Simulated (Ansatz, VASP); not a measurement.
Two plane-wave programs on Sb

The input POSCAR:

```
Sb
1.0
    3.0868812064      0.0000000000      0.0000000000
   -1.5434406032      2.6733175432      0.0000000000
    0.0000000000      0.0000000000      6.3487678063
Sb
2
Direct
    0.3333333333      0.6666666667      0.2500000000
    0.6666666667      0.3333333333      0.7500000000
```

File INCAR.step1:

```
SYSTEM = Sb
PREC = Accurate
ENCUT = 520
ISMEAR = 0
SIGMA = 0.15
LREAL = .False.
LASPH = .True.
NELM = 100
NBANDS = 12
GGA = PE
ALGO = Normal
EDIFF = 1E-4
LWAVE = .True.
LCHARG = .False.
```

Contents of INCAR.step2:

```
SYSTEM = Sb
PREC = Accurate
ENCUT = 520
EDIFF = 1E-6
ISMEAR = 0
SIGMA = 0.15
LREAL = .False.
LASPH = .True.
NELM = 100
ALGO = Normal
ISIF = 2
LWAVE = .False.
LCHARG = .True.
METAGGA = R2SCAN
LMIXTAU = .True.
LELF = .True.
LVHAR = .True.
NBANDS = 12
ISTART = 1
```

The input KPOINTS:

```
Automatic mesh
0
Gamma
  18 18 10
  0 0 0
```

Input for Ansatz:

```yaml
crystal:
  lattice:
    - [3.0868812064, 0.0, 0.0]
    - [-1.5434406032, 2.6733175432, 0.0]
    - [0.0, 0.0, 6.3487678063]
  atoms:
    - { symbol: Sb, position: [0.3333333333, 0.6666666667, 0.25] }
    - { symbol: Sb, position: [0.6666666667, 0.3333333333, 0.75] }
basis:
  ecutwfc: 500
kpoints:
  mp_grid: { grid: [18, 18, 10] }
hamiltonian:
  xc: r2scan
scf:
  occupations: { method: gaussian, width: 0.15 }
output:
  forces: true
  stress: true
  eigenvalues: true
```

Alike in both runs: task single point; functional r2SCAN; k mesh 18 × 18 × 10; occupations gaussian, width 0.15 eV; no spin polarisation.

```csv
,VASP,Ansatz
version,VASP 6.6.1,Ansatz 0.2.0
potentials or method,"VASP PAW PBE potentials, release 64 (Sb), cutoff 520 eV","scalar-relativistic, plane waves, PAW"
valence electrons in the cell,10,30
```

```tsv
	VASP	Ansatz	Ansatz less VASP
gap on the k mesh at the Fermi level (eV)	none	none	-
pressure (GPa)	6.6	6.6	0.00
traceless stress, the component that is largest in VASP (GPa)	-8.20	-8.12	+0.080
```

VASP's potentials were made for PBE, not for r2SCAN. A gap of «none» marks a metal or a gap that the smearing closes. VASP's potentials hold 10 valence electrons a cell and Ansatz's 30, so a difference there can come from the potentials and not from the codes.

Spin-orbit coupling is off throughout.
